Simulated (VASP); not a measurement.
# PbS (Fm-3m) in VASP: a series of runs

PbS is run at these levels: PBE, LDA, r2SCAN; tasks: single point.

All numbers are computed with VASP 6.6.1; they aren't measurements. Logs are shortened: lines on timing, memory, paths and dates and some standing lists are left out, and cuts for length are marked.

## Step 1: The cell of the first run

It takes space group Fm-3m (No. 225, cubic). Conventional cell: a = 5.936 Å, b = 5.936 Å, c = 5.936 Å, α = 90.00°, β = 90.00°, γ = 90.00°. Within 3.9 Å of Pb (site symmetry m-3m) lie 6 S at 2.97 Å. Within 3.9 Å of S (site symmetry m-3m) lie 6 Pb at 2.97 Å.

## Step 2: Single point, PBE, non-collinear spin, zero start, spin-orbit coupling

Contents of INCAR:

```
ALGO = Normal
EDIFF = 1E-6
ENCUT = 520
GGA = PE
GGA_COMPAT = False
ISIF = 2
ISMEAR = 0
LASPH = True
LCHARG = True
LORBIT = 11
LORBMOM = True
LREAL = False
LSORBIT = True
LVHAR = True
LWAVE = False
MAGMOM = 0 0 0 0 0 0
NBANDS = 32
NELM = 150
PREC = Accurate
SIGMA = 0.03
```

Contents of KPOINTS:

```
k-points
0
Gamma
  10 10 10
```

Contents of POSCAR:

```
PbS
1.0
    0.0000000000      2.9680000000      2.9680000000
    2.9680000000      0.0000000000      2.9680000000
    2.9680000000      2.9680000000      0.0000000000
Pb S
1 1
Direct
    0.0000000000      0.0000000000      0.0000000000
    0.5000000000      0.5000000000      0.5000000000
```

Potentials or basis: VASP PAW PBE potentials, release 64 (Pb_d, S).

Launch:

```
$ cat potpaw_PBE.64/Pb_d/POTCAR potpaw_PBE.64/S/POTCAR > POTCAR
$ mpirun -np 1 vasp_ncl > vasp.out
```

OUTCAR:

```text
EDIFF = 1E-6
   ENCUT = 520
   GGA = PE
   ISIF = 2
   ISMEAR = 0
   LASPH = True
   LORBIT = 11
   LREAL = False
   LSORBIT = True
   NELM = 150
   PREC = Accurate

 ion  position               nearest neighbor table
   1  0.000  0.000  0.000-   2 2.97   2 2.97   2 2.97   2 2.97   2 2.97   2 2.97
   2  0.500  0.500  0.500-   1 2.97   1 2.97   1 2.97   1 2.97   1 2.97   1 2.97

  LATTYP: Found a face centered cubic cell.
 ALAT       =     5.9360000000

  Lattice vectors:

 A1 = (   0.0000000000,   2.9680000000,   2.9680000000)
 A2 = (   2.9680000000,   0.0000000000,   2.9680000000)
 A3 = (   2.9680000000,   2.9680000000,   0.0000000000)

Analysis of symmetry for initial positions (statically):
=====================================================================
 Subroutine PRICEL returns:
 Original cell was already a primitive cell.

 Routine SETGRP: Setting up the symmetry group for a
 face centered cubic supercell.

 Subroutine GETGRP returns: Found 48 space group operations
 (whereof 48 operations were pure point group operations)
 out of a pool of 48 trial point group operations.

The static configuration has the point symmetry O_h .

Analysis of symmetry for dynamics (positions and initial velocities):
=====================================================================
 Subroutine PRICEL returns:
 Original cell was already a primitive cell.

 Routine SETGRP: Setting up the symmetry group for a
 face centered cubic supercell.

 Subroutine GETGRP returns: Found 48 space group operations
 (whereof 48 operations were pure point group operations)
 out of a pool of 48 trial point group operations.

The dynamic configuration has the point symmetry O_h .

Analysis of structural, dynamic, and magnetic symmetry:
=====================================================================
 Subroutine PRICEL returns:
 Original cell was already a primitive cell.

 Routine SETGRP: Setting up the symmetry group for a
 face centered cubic supercell.

 Subroutine GETGRP returns: Found 48 space group operations
 (whereof 48 operations were pure point group operations)
 out of a pool of 48 trial point group operations.

The overall configuration has the point symmetry O_h .

 Subroutine INISYM returns: Found 48 space group operations
[... 1018 lines left out ...]
      0.00000      0.00000      0.00000        -0.000000     -0.000000     -0.000000
      2.96800      2.96800      2.96800         0.000000      0.000000      0.000000
 -----------------------------------------------------------------------------------
    total drift:                                0.000000     -0.000000     -0.000000

  FREE ENERGIE OF THE ION-ELECTRON SYSTEM (eV)
  ---------------------------------------------------
  free  energy   TOTEN  =        -9.1361089260 eV

  energy  without entropy=       -9.1359926638  energy(sigma->0) =       -9.13605079

 orbital moment (x)

 # of ion     p       d       tot
 ----------------------------------------
  1        -0.000  -0.000  -0.000
  2         0.000   0.000   0.000
 ----------------------------------------
           -0.000  -0.000  -0.000

 orbital moment (y)

 # of ion     p       d       tot
 ----------------------------------------
  1         0.000   0.000   0.000
  2         0.000   0.000   0.000
 ----------------------------------------
            0.000   0.000   0.000

 orbital moment (z)

 # of ion     p       d       tot
 ----------------------------------------
  1         0.000  -0.000  -0.000
  2         0.000   0.000   0.000
 ----------------------------------------
            0.000  -0.000  -0.000

 Spin-Orbit-Coupling matrix elements

 Ion:    1  E_soc:     -0.7903273
 l=   1
     0.0000000    -0.0650163    -0.0650163
    -0.0650163     0.0000000    -0.0650163
    -0.0650163    -0.0650163     0.0000000
 l=   2
     0.0000000    -0.0134503     0.0000000    -0.0134503    -0.0532546
    -0.0134503     0.0000000    -0.0399409    -0.0134503    -0.0133136
     0.0000000    -0.0399409     0.0000000    -0.0399409     0.0000000
    -0.0134503    -0.0134503    -0.0399409     0.0000000    -0.0133136
    -0.0532546    -0.0133136     0.0000000    -0.0133136     0.0000000
 l=   3
     0.0000000     0.0000000     0.0000000     0.0000000     0.0000000     0.0000000     0.0000000
     0.0000000     0.0000000     0.0000000     0.0000000     0.0000000     0.0000000     0.0000000
     0.0000000     0.0000000     0.0000000     0.0000000     0.0000000     0.0000000     0.0000000
     0.0000000     0.0000000     0.0000000     0.0000000     0.0000000     0.0000000     0.0000000
     0.0000000     0.0000000     0.0000000     0.0000000     0.0000000     0.0000000     0.0000000
     0.0000000     0.0000000     0.0000000     0.0000000     0.0000000     0.0000000     0.0000000
     0.0000000     0.0000000     0.0000000     0.0000000     0.0000000     0.0000000     0.0000000

 Ion:    2  E_soc:     -0.0041067
 l=   1
     0.0000000    -0.0006844    -0.0006844
    -0.0006844     0.0000000    -0.0006844
    -0.0006844    -0.0006844     0.0000000
 l=   2
     0.0000000     0.0000000     0.0000000     0.0000000     0.0000000
     0.0000000     0.0000000     0.0000000     0.0000000     0.0000000
     0.0000000     0.0000000     0.0000000     0.0000000     0.0000000
     0.0000000     0.0000000     0.0000000     0.0000000     0.0000000
     0.0000000     0.0000000     0.0000000     0.0000000     0.0000000
 l=   3
     0.0000000     0.0000000     0.0000000     0.0000000     0.0000000     0.0000000     0.0000000
     0.0000000     0.0000000     0.0000000     0.0000000     0.0000000     0.0000000     0.0000000
     0.0000000     0.0000000     0.0000000     0.0000000     0.0000000     0.0000000     0.0000000
     0.0000000     0.0000000     0.0000000     0.0000000     0.0000000     0.0000000     0.0000000
     0.0000000     0.0000000     0.0000000     0.0000000     0.0000000     0.0000000     0.0000000
     0.0000000     0.0000000     0.0000000     0.0000000     0.0000000     0.0000000     0.0000000
     0.0000000     0.0000000     0.0000000     0.0000000     0.0000000     0.0000000     0.0000000

 total charge

# of ion       s       p       d       tot
------------------------------------------
    1        1.480   0.524   9.848  11.852
    2        1.353   2.329   0.000   3.682
--------------------------------------------------
tot          2.833   2.854   9.848  15.535

 magnetization (x)

# of ion       s       p       d       tot
------------------------------------------
    1        0.000   0.000  -0.000  -0.000
    2        0.000   0.000   0.000   0.000
--------------------------------------------------
tot          0.000   0.000  -0.000  -0.000

 magnetization (y)

# of ion       s       p       d       tot
------------------------------------------
    1        0.000   0.000  -0.000  -0.000
    2        0.000   0.000   0.000   0.000
--------------------------------------------------
tot          0.000   0.000  -0.000  -0.000

 magnetization (z)

# of ion       s       p       d       tot
------------------------------------------
    1        0.000   0.000   0.000   0.000
    2        0.000   0.000   0.000   0.000
--------------------------------------------------
tot          0.000   0.000   0.000   0.000
```

OSZICAR:

```text
N       E                     dE             d eps       ncg     rms          rms(c)
DAV:   1     0.212582262931E+03    0.21258E+03   -0.90986E+03  3008   0.133E+03
DAV:   2     0.140946416945E+02   -0.19849E+03   -0.18912E+03  3112   0.381E+02
DAV:   3    -0.849319116066E+01   -0.22588E+02   -0.22008E+02  3904   0.143E+02
DAV:   4    -0.951708287948E+01   -0.10239E+01   -0.10218E+01  3624   0.316E+01
DAV:   5    -0.956647124005E+01   -0.49388E-01   -0.49384E-01  4648   0.705E+00    0.457E+00
DAV:   6    -0.912371936792E+01    0.44275E+00   -0.10277E+00  4432   0.876E+00    0.297E+00
DAV:   7    -0.913286690603E+01   -0.91475E-02   -0.18988E-01  3680   0.233E+00    0.196E+00
DAV:   8    -0.914013633881E+01   -0.72694E-02   -0.39893E-02  4184   0.232E+00    0.877E-01
DAV:   9    -0.913603967835E+01    0.40967E-02   -0.86830E-03  4320   0.105E+00    0.272E-01
DAV:  10    -0.913599069875E+01    0.48980E-04   -0.23959E-03  4168   0.379E-01    0.696E-02
DAV:  11    -0.913610286798E+01   -0.11217E-03   -0.32505E-04  3488   0.112E-01    0.458E-02
DAV:  12    -0.913610976687E+01   -0.68989E-05   -0.31961E-05  3768   0.724E-02    0.170E-02
DAV:  13    -0.913610892601E+01    0.84086E-06   -0.36487E-06  3752   0.160E-02
   1 F= -.91361089E+01 E0= -.91360508E+01  d E =-.116262E-03  mag=     0.0000     0.0000    -0.0000
```

stdout:

```text
POSCAR found type information on POSCAR PbS
 POSCAR found :  2 types and       2 ions
 scaLAPACK will be used
 LDA part: xc-table for (Slater+PW92), standard interpolation
 POSCAR, INCAR and KPOINTS ok, starting setup
 FFT: planning ... GRIDC
 FFT: planning ... GRID_SOFT
 FFT: planning ... GRID
 WAVECAR not read
 entering main loop
```

Wall time 63 s (1 thread of Intel Xeon 6975P-C (Granite Rapids), shared host); peak memory 0.35 GiB.

What came out:

```
Free energy                                           : -9.1361 eV
Pressure                                              : 1.8 GPa
Net moment                                            : 0.00 μB per cell
Valence electrons inside the program's atomic spheres : Pb 11.85; S 3.68
```

Moments on the atoms (μB; x, y, z):
```
Pb  0.00 0.00 0.00
S   0.00 0.00 0.00
```

(Continued in part 2 of 2.)
